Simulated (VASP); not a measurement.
# Pb (I4/mmm) in VASP: a series of runs

Runs on Pb. Level: LDA. Tasks: single point.

Program: VASP 6.6.1. These are calculated values, not measurements. Logs are shortened: lines on timing, memory, paths and dates and some standing lists are left out, and cuts for length are marked.

### 1 The cell of the first run

Symmetry: I4/mmm, No. 139, tetragonal system. Conventional cell: a = 3.213 Å, b = 3.213 Å, c = 5.335 Å, α = 90.00°, β = 90.00°, γ = 90.00°. Within 4.2 Å of Pb (site symmetry 4/mmm) lie 12 Pb at 3.21 to 3.50 Å.

### 2 Single point, LDA (strain -0.080 along x and y, +0.080 along z)

File INCAR:

```
SYSTEM = Pb
PREC = Accurate ; ENCUT = 520
EDIFF = 1E-7 ; ISMEAR = 0
SIGMA = 0.15 ; LREAL = .FALSE.
LASPH = .TRUE. ; NELM = 100
ALGO = Fast ; ISIF = 2
LWAVE = .FALSE. ; LCHARG = .FALSE.
GGA = CA ; NBANDS = 13
```

File KPOINTS:

```
Automatic mesh
0
G
  16 16 16
  0 0 0
```

File POSCAR:

```
Pb
1.0
    0.0000000000      2.2722160000      2.6673840000
    2.2722160000      0.0000000000      2.6673840000
    2.2722160000      2.2722160000      0.0000000000
Pb
1
Direct
    0.0000000000      0.0000000000      0.0000000000
```

Potentials or basis: VASP PAW LDA potentials, release 64 (Pb_d).

Command:

```sh
cat potpaw_LDA.64/Pb_d/POTCAR > POTCAR
mpirun -np 1 vasp_std > vasp.out
```

OUTCAR:

```text
SYSTEM = Pb
   PREC = Accurate
   ENCUT = 520
   EDIFF = 1E-7
   ISMEAR = 0
   LREAL = .FALSE.
   LASPH = .TRUE.
   NELM = 100
   ISIF = 2
   GGA = CA

 ion  position               nearest neighbor table
   1  0.000  0.000  0.000-

  LATTYP: Found a body centered tetragonal cell.
 ALAT       =     3.2133986838
 C/A-ratio  =     1.6601637471

  Lattice vectors:

 A1 = (  -2.2722160000,   0.0000000000,   2.6673840000)
 A2 = (   2.2722160000,   0.0000000000,   2.6673840000)
 A3 = (   0.0000000000,   2.2722160000,  -2.6673840000)

Analysis of symmetry for initial positions (statically):
=====================================================================
 Subroutine PRICEL returns:
 Original cell was already a primitive cell.

 Routine SETGRP: Setting up the symmetry group for a
 body centered tetragonal supercell.

 Subroutine GETGRP returns: Found 16 space group operations
 (whereof 16 operations were pure point group operations)
 out of a pool of 16 trial point group operations.

The static configuration has the point symmetry D_4h.

Analysis of symmetry for dynamics (positions and initial velocities):
=====================================================================
 Subroutine PRICEL returns:
 Original cell was already a primitive cell.

 Routine SETGRP: Setting up the symmetry group for a
 body centered tetragonal supercell.

 Subroutine GETGRP returns: Found 16 space group operations
 (whereof 16 operations were pure point group operations)
 out of a pool of 16 trial point group operations.

The dynamic configuration has the point symmetry D_4h.

 Subroutine INISYM returns: Found 16 space group operations
 (whereof 16 operations are pure point group operations),
 and found     1 'primitive' translations

----------------------------------------------------------------------------------------

                                     Primitive cell

  volume of cell :      27.5432

  direct lattice vectors                    reciprocal lattice vectors
     0.000000000  2.272216000  2.667384000    -0.220049502  0.220049502  0.187449576
     2.272216000  0.000000000  2.667384000     0.220049502 -0.220049502  0.187449576
     2.272216000  2.272216000  0.000000000     0.220049502  0.220049502 -0.187449576

  length of vectors
     3.503983869  3.503983869  3.213398684     0.363291771  0.363291771  0.363291771

  position of ions in fractional coordinates (direct lattice)
     0.000000000  0.000000000  0.000000000

  ion indices of the primitive-cell ions
   primitive index   ion index
                 1           1

----------------------------------------------------------------------------------------

 KPOINTS: Automatic mesh

Automatic generation of k-mesh.
 Grid dimensions read from file:
 generate k-points for:   16   16   16

 Generating k-lattice:

  Cartesian coordinates                     Fractional coordinates (reciprocal lattice)
    -0.013753094  0.013753094  0.011715599     0.062500000 -0.000000000  0.000000000
     0.013753094 -0.013753094  0.011715599    -0.000000000  0.062500000  0.000000000
     0.013753094  0.013753094 -0.011715599     0.000000000  0.000000000  0.062500000

  Length of vectors
     0.022705736  0.022705736  0.022705736

  Shift w.r.t. Gamma in fractional coordinates (k-lattice)
     0.000000000  0.000000000  0.000000000

 Subroutine IBZKPT returns following result:
 ===========================================

 Found    349 irreducible k-points:

 Following reciprocal coordinates:
            Coordinates               Weight
  0.000000  0.000000  0.000000      1.000000
  0.062500  0.000000  0.000000      8.000000
  0.125000  0.000000  0.000000      8.000000
  0.187500  0.000000  0.000000      8.000000
  0.250000  0.000000  0.000000      8.000000
  0.312500  0.000000  0.000000      8.000000
[... 16 lines left out ...]
 -0.125000  0.062500  0.000000      8.000000
 -0.062500  0.062500  0.000000      4.000000
 [... further k-points ...]
   k-points           NKPTS =    349   k-points in BZ     NKDIM =    349   number of bands    NBANDS=     13
   number of dos      NEDOS =    301   number of ions     NIONS =      1
   total plane-waves  NPLWV =  18816
   dimension x,y,z NGX =    28 NGY =   28 NGZ =   24
   dimension x,y,z NGXF=    56 NGYF=   56 NGZF=   48
   ions per type =               1
   NGX,Y,Z   is equivalent  to a cutoff of  13.28, 13.28, 12.42 a.u.
   NGXF,Y,Z  is equivalent  to a cutoff of  26.57, 26.57, 24.83 a.u.
 SYSTEM =  Pb
   PREC   = accura    normal or accurate (medium, high low for compatibility)
   ISTART =      0    job   : 0-new  1-cont  2-samecut
   ICHARG =      2    charge: 1-file 2-atom 10-const
   ISPIN  =      1    spin polarized calculation?
   LNONCOLLINEAR =      F non collinear calculations
   LSORBIT =      F    spin-orbit coupling
   LASPH  =      T    aspherical Exc in radial PAW
   ENCUT  =  520.0 eV  38.22 Ry    6.18 a.u.   6.52  6.52  5.97*2*pi/ulx,y,z
[... 23 lines left out ...]
  Fermi-wavevector in a.u.,A,eV,Ry     =   1.306510  2.468945 23.224699  1.706967
  Thomas-Fermi vector in A             =   2.437307
   LORBIT       =      0    0 simple, 1 ext, 2 COOP (PROOUT), +10 PAW based schemes
   GGA     = CA    functional components
   LHFCALC =     F    Hartree Fock is set to
   AEXX    =    0.0000 exact exchange contribution
   IVDW    =     0    specifies the selected vdW correction
   LEPSILON=     F    determine dielectric tensor
   LRPA    =     F    only Hartree local field effects (RPA)
 non-spin polarized calculation
 RMM-DIIS sequential band-by-band and
 Gauss-broadening in eV      SIGMA  =   0.15
  energy-cutoff  :      520.00
  volume of cell :       27.54
 maximum number of plane-waves:       762
 NGX is ok and might be reduce to    28
   NGX = 13   NGY = 13   NGZ = 11

 number of electron      14.0000002 magnetization

 Free energy of the ion-electron system (eV)
  ---------------------------------------------------
  ext. energy  EPLUGINS =         0.00000000
  ---------------------------------------------------
  free energy    TOTEN  =        -4.21038091 eV

  energy without entropy =       -4.20391712  energy(sigma->0) =       -4.20714902

 E-fermi :   8.2166     XC(G=0): -10.9187

 val. band max:        8.2070479941   @ k =  -0.2500   0.0625   0.0000
 cond. band min:       8.2187565820   @ k =  -0.1875   0.3750   0.2500
 fundamental gap:      0.0117085879
 Fermi energy:         8.2166080437

 k-point     1 :       0.0000    0.0000    0.0000
  band No.  band energies     occupation
      1      -9.1645      2.00000
      2      -8.9136      2.00000
      3      -8.8622      2.00000
      4      -8.8622      2.00000
      5      -8.6579      2.00000
      6      -4.3302      2.00000
      7      16.1606      0.00000
      8      16.2662      0.00000
      9      16.2662      0.00000
     10      18.2738      0.00000
     11      19.6425      0.00000
     12      20.9431      0.00000
     13      21.5383      0.00000

 k-point     2 :       0.0625    0.0000    0.0000
  band No.  band energies     occupation
      1      -9.1535      2.00000
      2      -8.9101      2.00000
      3      -8.8644      2.00000
      4      -8.8563      2.00000
      5      -8.6628      2.00000
      6      -4.2466      2.00000
      7      15.2566      0.00000
      8      15.9622      0.00000
      9      16.2417      0.00000
     10      18.1106      0.00000
     11      19.4123      0.00000
     12      21.2865      0.00000
     13      21.8312      0.00000

 k-point     3 :       0.1250    0.0000    0.0000
  band No.  band energies     occupation
      1      -9.1261      2.00000
      2      -8.9062      2.00000
      3      -8.8613      2.00000
      4      -8.8405      2.00000
      5      -8.6757      2.00000
      6      -3.9947      2.00000
      7      13.3011      0.00000
      8      15.3794      0.00000
      9      16.1765      0.00000
     10      17.8877      0.00000
     11      19.0314      0.00000
     12      21.6993      0.00000
     13      22.2145      0.00000
[... 305 lines left out ...]
 k-point    23 :      -0.1250    0.0625    0.0000
  band No.  band energies     occupation
      1      -9.0868      2.00000
      2      -8.9066      2.00000
      3      -8.8490      2.00000
      4      -8.8316      2.00000
      5      -8.7019      2.00000
      6      -3.7508      2.00000
      7      12.2227      0.00000
      8      14.1721      0.00000
      9      16.6903      0.00000
     10      18.2337      0.00000
     11      19.7494      0.00000
     12      21.3073      0.00000
     13      22.0200      0.00000

 k-point    24 :      -0.0625    0.0625    0.0000
  band No.  band energies     occupation
      1      -9.1209      2.00000
      2      -8.8899      2.00000
      3      -8.8824      2.00000
      4      -8.8488      2.00000
      5      -8.6796      2.00000
      6      -4.0839      2.00000
      7      14.0864      0.00000
      8      15.1154      0.00000
      9      16.5144      0.00000
     10      18.0791      0.00000
     11      19.7459      0.00000
     12      21.2311      0.00000
     13      21.7871      0.00000

 [... further k-points ...]

------------------------ aborting loop because EDIFF is reached ----------------------------------------

  FORCE on cell =-STRESS in cart. coord.  units (eV):
  Direction    XX          YY          ZZ          XY          YZ          ZX
  --------------------------------------------------------------------------------------
  -------------------------------------------------------------------------------------
  Total        0.8364250      0.8364250      0.2252176      0.0000000      0.0000000     -0.0000000
  in kB       48.6544781     48.6544781     13.1008073      0.0000000      0.0000000     -0.0000000
  external PRESSURE =      36.8032545 kB  Pullay stress =       0.0000000 kB

 VOLUME and BASIS-vectors are now :
 -----------------------------------------------------------------------------
  energy-cutoff  :      520.00
  volume of cell :       27.54
      direct lattice vectors                 reciprocal lattice vectors
     0.000000000  2.272216000  2.667384000    -0.220049502  0.220049502  0.187449576
     2.272216000  0.000000000  2.667384000     0.220049502 -0.220049502  0.187449576
     2.272216000  2.272216000  0.000000000     0.220049502  0.220049502 -0.187449576

 POSITION                                       TOTAL-FORCE (eV/Angst)
 -----------------------------------------------------------------------------------
      0.00000      0.00000      0.00000         0.000000      0.000000     -0.000000
 -----------------------------------------------------------------------------------
    total drift:                                0.000000     -0.000000     -0.000000

  FREE ENERGIE OF THE ION-ELECTRON SYSTEM (eV)
  ---------------------------------------------------
  free  energy   TOTEN  =        -4.2103809147 eV

  energy  without entropy=       -4.2039171247  energy(sigma->0) =       -4.20714902
```

Wall time 4 min (1 thread of Intel Xeon 8259CL, shared host); peak memory 0.23 GiB.

What came out:

```yaml
Free_energy: -4.2104 eV
Pressure: 3.7 GPa
Band_gap_on_the_k_mesh: zero (bands 7 and 8 overlap by 10.22 eV)
```

Caveat: the cell differs from its parent crystal (strain -0.080 along x and y, +0.080 along z); the cell stands under pressure; spin-orbit coupling is left out, which moves the levels of the heavy elements.

### 3 Single point, LDA (strain +0.000 along x and y, -0.080 along z)

File INCAR:

```
SYSTEM = Pb
PREC = Accurate ; ENCUT = 520
EDIFF = 1E-6 ; ISMEAR = 0
SIGMA = 0.15 ; LREAL = .False.
LASPH = .True. ; NELM = 100
ALGO = Normal ; ISIF = 2
LWAVE = .False. ; LCHARG = .False.
GGA = CA ; NBANDS = 13
```

File KPOINTS:

```
Automatic mesh
0
Gamma
  16 16 16
  0 0 0
```

File POSCAR:

```
Pb
1.0
    0.0000000000      2.4698000000      2.2722160000
    2.4698000000      0.0000000000      2.2722160000
    2.4698000000      2.4698000000      0.0000000000
Pb
1
Direct
    0.0000000000      0.0000000000      0.0000000000
```

Potentials or basis: VASP PAW LDA potentials, release 64 (Pb_d).

Command:

```sh
cat potpaw_LDA.64/Pb_d/POTCAR > POTCAR
mpirun -np 1 vasp_std > vasp.out
```

It took 3 min on 1 thread of Intel Xeon 8259CL, shared host; peak memory 0.23 GiB.

It converged, with:

- Free energy: -4.2393 eV
- Pressure: 2.8 GPa
- Band gap on the k mesh: zero (bands 7 and 8 overlap by 9.98 eV)

Stress tensor (GPa, compression positive):
```
2.35 0.00 0.00
0.00 2.35 0.00
0.00 0.00 3.59
```

Levels at points of the mesh, in eV from the Fermi level:
```tsv
k point	band 4	band 5	band 6	band 7	band 8	band 9	band 10	band 11
(0.00, 0.00, 0.00)	-17.02	-16.90	-12.46	7.91	8.12	8.12	9.89	12.63
(0.50, 0.00, 0.00)	-16.81	-16.75	-8.27	-4.70	5.27	6.43	9.70	9.92
(0.50, 0.50, 0.00)	-16.73	-16.73	-5.97	-3.14	1.35	1.35	5.08	6.36
(0.50, 0.00, 0.50)	-16.79	-16.70	-7.00	-3.93	2.21	2.73	6.11	7.36
```

Caveat: the cell differs from its parent crystal (strain +0.000 along x and y, -0.080 along z); spin-orbit coupling is left out, which moves the levels of the heavy elements.

### 4 Single point, LDA (strain +0.000 along x and y, -0.040 along z)

File INCAR:

```
PREC = Accurate
ENCUT = 520
EDIFF = 1E-6
ISMEAR = 0
SIGMA = 0.15
LREAL = F
LASPH = T
NELM = 60
ALGO = Normal
ISIF = 2
LWAVE = F
LCHARG = F
NBANDS = 13
```

File KPOINTS:

```
regular mesh
0
Gamma
  16 16 16
```

File POSCAR:

```
Pb
1.0
    0.0000000000      2.4698000000      2.3710080000
    2.4698000000      0.0000000000      2.3710080000
    2.4698000000      2.4698000000      0.0000000000
Pb
1
Direct
    0.0000000000      0.0000000000      0.0000000000
```

Command:

```sh
cat potpaw_LDA.64/Pb_d/POTCAR > POTCAR
mpirun -np 1 vasp_std > vasp.out
```

It took 2.7 min on 1 thread of Intel Xeon 8259CL, shared host; peak memory 0.24 GiB.

Results (log left out):

```
Free energy            : -4.2563 eV
Pressure               : 0.2 GPa
Band gap on the k mesh : zero (bands 7 and 8 overlap by 9.53 eV)
```

Stress tensor (GPa, compression positive):
```
-0.04  0.00  0.00
 0.00 -0.04  0.00
 0.00  0.00  0.80
```

Levels at points of the mesh, in eV from the Fermi level:
| k point | band 3 | band 4 | band 5 | band 6 | band 7 | band 8 | band 9 | band 10 | band 11 | band 12 |
| --- | --- | --- | --- | --- | --- | --- | --- | --- | --- | --- |
| (0.00, 0.00, 0.00) | -17.05 | -16.95 | -16.89 | -12.13 | 7.63 | 7.73 | 7.73 | 9.83 | 12.05 | 12.83 |
| (0.50, 0.00, 0.00) | -17.05 | -16.78 | -16.75 | -8.23 | -4.47 | 5.40 | 6.04 | 9.38 | 9.83 | 11.18 |
| (0.50, 0.50, 0.00) | -16.78 | -16.72 | -16.72 | -6.39 | -3.26 | 1.69 | 1.69 | 5.27 | 6.55 | 18.04 |
| (0.50, 0.00, 0.50) | -16.78 | -16.75 | -16.71 | -6.87 | -3.61 | 2.08 | 2.34 | 5.75 | 7.01 | 18.41 |

Caveat: the cell differs from its parent crystal (strain +0.000 along x and y, -0.040 along z); spin-orbit coupling is left out, which moves the levels of the heavy elements.

### 5 Single point, LDA (strain -0.040 along x and y, +0.080 along z)

File INCAR:

```
  PREC = Accurate
  ENCUT = 520
  EDIFF = 1E-6
  ISMEAR = 0
  SIGMA = 0.15
  LREAL = False
  LASPH = True
  NELM = 60
  ALGO = Normal
  ISIF = 2
  LWAVE = False
  LCHARG = False
  NBANDS = 13
```

KPOINTS is that of step 4.

File POSCAR:

```
Pb
1.0
    0.0000000000      2.3710080000      2.6673840000
    2.3710080000      0.0000000000      2.6673840000
    2.3710080000      2.3710080000      0.0000000000
Pb
1
Direct
    0.0000000000      0.0000000000      0.0000000000
```

Command:

```sh
cat potpaw_LDA.64/Pb_d/POTCAR > POTCAR
mpirun -np 1 vasp_std > vasp.out
```

Run time: 2.6 min. Hardware: 1 thread of Intel Xeon 8259CL, shared host; peak memory 0.24 GiB.

Results (log left out):

```yaml
Free_energy: -4.2406 eV
Pressure: -1.3 GPa
Band_gap_on_the_k_mesh: zero (bands 7 and 8 overlap by 9.38 eV)
```

Stress tensor (GPa, compression positive):
```
-0.62  0.00  0.00
 0.00 -0.62  0.00
 0.00  0.00 -2.61
```

Levels at points of the mesh, in eV from the Fermi level:
| k point | band 5 | band 6 | band 7 | band 8 | band 9 | band 10 |
| --- | --- | --- | --- | --- | --- | --- |
| (0.00, 0.00, 0.00) | -16.85 | -11.89 | 7.38 | 7.38 | 7.38 | 9.93 |
| (0.50, 0.00, 0.00) | -16.75 | -8.18 | -4.29 | 4.35 | 6.59 | 8.64 |
| (0.50, 0.50, 0.00) | -16.76 | -7.70 | -3.91 | 2.99 | 2.99 | 6.46 |
| (0.50, 0.00, 0.50) | -16.67 | -6.30 | -3.03 | 1.18 | 1.99 | 5.09 |

Caveat: the cell differs from its parent crystal (strain -0.040 along x and y, +0.080 along z); spin-orbit coupling is left out, which moves the levels of the heavy elements.

### 6 Single point, LDA (strain +0.040 along x and y, -0.080 along z)

File INCAR:

```
PREC     = Accurate       # precision mode
ENCUT    = 520            # plane-wave cutoff, eV
EDIFF    = 1E-7           # SCF threshold, eV
ISMEAR   = 0              # smearing method
SIGMA    = 0.15           # smearing width, eV
LREAL    = False          # projectors in reciprocal space
LASPH    = True           # aspherical terms in the spheres
NELM     = 80             # most SCF steps
ALGO     = Normal         # electronic algorithm
ISIF     = 2              # what is computed and relaxed
LWAVE    = False          # write WAVECAR
LCHARG   = True           # write CHGCAR
LELF     = True           # ELF
LVHAR    = True         
NBANDS   = 13             # bands
```

File KPOINTS:

```
Automatic mesh
0
Gamma
  16 16 16
```

File POSCAR:

```
Pb
1.0
    0.0000000000      2.5685920000      2.2722160000
    2.5685920000      0.0000000000      2.2722160000
    2.5685920000      2.5685920000      0.0000000000
Pb
1
Direct
    0.0000000000      0.0000000000      0.0000000000
```

Potentials or basis: VASP PAW LDA potentials, release 64 (Pb_d).

Command:

```sh
cat potpaw_LDA.64/Pb_d/POTCAR > POTCAR
mpirun -np 1 vasp_std > vasp.out
```

Run time: 3.5 min. Hardware: 1 thread of Intel Xeon 8259CL, shared host; peak memory 0.24 GiB.

The run converged. Its results:

* Free energy: -4.2421 eV
* Pressure: -1.5 GPa
* Band gap on the k mesh: zero (bands 7 and 8 overlap by 9.19 eV)

Stress tensor (GPa, compression positive):
```
-1.79  0.00  0.00
 0.00 -1.79  0.00
 0.00  0.00 -0.93
```

Levels at points of the mesh, in eV from the Fermi level:
| k point | band 3 | band 4 | band 5 | band 6 | band 7 | band 8 | band 9 | band 10 | band 11 | band 12 |
| --- | --- | --- | --- | --- | --- | --- | --- | --- | --- | --- |
| (0.00, 0.00, 0.00) | -16.98 | -16.96 | -16.85 | -11.88 | 7.28 | 7.53 | 7.53 | 9.96 | 11.66 | 12.64 |
| (0.50, 0.00, 0.00) | -16.98 | -16.80 | -16.73 | -8.17 | -4.27 | 4.62 | 6.04 | 9.01 | 10.02 | 10.37 |
| (0.50, 0.50, 0.00) | -16.77 | -16.72 | -16.72 | -5.91 | -2.56 | 1.04 | 1.04 | 4.71 | 5.90 | 17.22 |
| (0.50, 0.00, 0.50) | -16.79 | -16.79 | -16.69 | -7.20 | -3.67 | 2.22 | 2.97 | 6.03 | 7.30 | 17.42 |

Caveat: the cell differs from its parent crystal (strain +0.040 along x and y, -0.080 along z); spin-orbit coupling is left out, which moves the levels of the heavy elements.

### 7 The runs side by side

```csv
cell,gap on the mesh (eV),pressure (GPa)
"a = 3.504, b = 3.504, c = 3.213 Å, angles 62.7, 62.7, 54.6°, 1 atom",none,3.7
"a = 3.356, b = 3.356, c = 3.493 Å, angles 58.6, 58.6, 62.7°, 1 atom",none,2.8
"a = 3.424, b = 3.424, c = 3.493 Å, angles 59.3, 59.3, 61.3°, 1 atom",none,0.2
"a = 3.569, b = 3.569, c = 3.353 Å, angles 62.0, 62.0, 56.0°, 1 atom",none,-1.3
"a = 3.429, b = 3.429, c = 3.633 Å, angles 58.0, 58.0, 64.0°, 1 atom",none,-1.5
```

Alike in all rows: task single point; level LDA; potentials or basis VASP PAW LDA potentials, release 64 (Pb_d); no spin polarisation; k mesh 16 × 16 × 16; cutoff (eV) 520; smearing gaussian 0.15 eV.

Caveats: spin-orbit coupling is left out, which moves the levels of the heavy elements; the cell stands under pressure (at least some runs).

Absolute energies hang on the potentials; compare differences alone.
